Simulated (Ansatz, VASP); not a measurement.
# TaN: VASP beside Ansatz

```
Ta N
1.0
     0.00000    2.18778    2.18778
     2.18778    0.00000    2.18778
     2.18778    2.18778    0.00000
Ta N
1 1
Direct
  0.50000 0.50000 0.50000
  0.00000 0.00000 0.00000
```

Alike in both runs: functional PBEsol; k mesh 12 × 12 × 12; occupations fermi-dirac, width 0.025 eV; no spin polarisation.

Ansatz relaxed the structure, and its values are those at the end. VASP's run is a single point on that final structure, the one shown.

```csv
,VASP,Ansatz
version,VASP 6.6.1,Ansatz 0.2.0
potentials or method,"VASP PAW PBE potentials, release 64 (Ta_pv, N)","PAW with Ansatz's default frozen-core files, scalar-relativistic"
plane-wave cutoff (eV),520,420
valence electrons in the cell,16,18
```

Ansatz gave:

* pressure (GPa): 0.0

**Question.** What did VASP give for the same quantities?

**Answer.** Pressure (GPa): 1.0.

VASP's potentials were made for PBE, not for PBEsol. The functional is the same, so the differences come from potentials, cutoffs and numerics. VASP's potentials hold 16 valence electrons a cell and Ansatz's 18, so a difference there can come from the potentials and not from the codes.

Neither program's run includes spin-orbit coupling.
